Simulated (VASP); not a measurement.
Crystal: NdTl2P3.

```
CELL_PARAMETERS angstrom
6.44906 0.00000 0.00000
-3.22453 5.58505 0.00000
0.00000 0.00000 4.60608
ATOMIC_POSITIONS crystal
Nd 0.33333 0.66667 0.00000
Tl 0.66667 0.33333 0.50000
Tl 0.00000 0.00000 0.00000
P 0.24069 0.75931 0.50000
P 0.24069 0.48138 0.50000
P 0.51862 0.75931 0.50000
```

The cell was generated, and may not be a known phase.

| Quantity | Value |
| --- | --- |
| Program | VASP 6.6.1 |
| Task | relaxation of cell and atoms |
| Functional | PBE |
| Potentials or basis | VASP PAW PBE potentials, release 64 (Nd_3, Tl_d, P), 4f in core |
| Cutoff | 500 eV |
| k mesh | 3 × 3 × 4 |
| Occupations | gaussian, width 0.2 eV |
| Spin | no spin polarisation |

At the start: pressure 30.6 GPa; volume 27.65 Å³/atom.

Problem. How do energy, volume and symmetry change on relaxing?

Solution. Over 14 steps the energy falls by 1252.1 meV/atom and the volume is 31.22 Å³/atom (+12.9 %); space group P-6m2 (No. 187, to 0.1 Å) before and after.

The path:
| step | energy change (eV) | largest force (eV/Å) | pressure (GPa) | volume (Å³) |
| --- | --- | --- | --- | --- |
| 1 | 0.0000 | 19.6330 | 30.55 | 165.90 |
| 2 | 0.7366 | 0.4175 | -6.73 | 327.33 |
| 3 | -0.5817 | 0.8155 | -7.10 | 302.35 |
| 4 | -1.9136 | 1.1313 | -7.25 | 280.35 |
| 5 | -5.9810 | 1.4970 | -5.02 | 218.16 |
| 6 | -7.0151 | 0.4735 | 0.94 | 190.84 |
| 7 | -7.0155 | 0.4080 | 1.18 | 190.23 |
| 8 | -7.3463 | 0.7782 | -1.15 | 196.03 |
| 9 | -7.4025 | 0.7847 | -2.15 | 199.73 |
| 10 | -7.4500 | 1.0480 | 0.37 | 190.58 |
| 11 | -7.4871 | 0.1969 | -0.74 | 193.99 |
| 12 | -7.5037 | 0.1470 | -0.32 | 190.53 |
| 13 | -7.5074 | 0.1177 | 0.01 | 188.08 |
| 14 | -7.5124 | 0.0030 | -0.12 | 187.29 |

Final structure:
```
CELL_PARAMETERS angstrom
6.41216 0.00000 0.00000
-3.20608 5.55309 0.00000
0.00000 0.00000 5.26001
ATOMIC_POSITIONS crystal
Nd 0.33333 0.66667 0.00000
Tl 0.66667 0.33333 0.50000
Tl 0.00000 0.00000 0.00000
P 0.21690 0.78310 0.50000
P 0.21690 0.43380 0.50000
P 0.56620 0.78310 0.50000
```

Caveat: the k points lie up to 0.38 Å⁻¹ apart in the final cell, too coarse for converged energies and pressures of a metal.
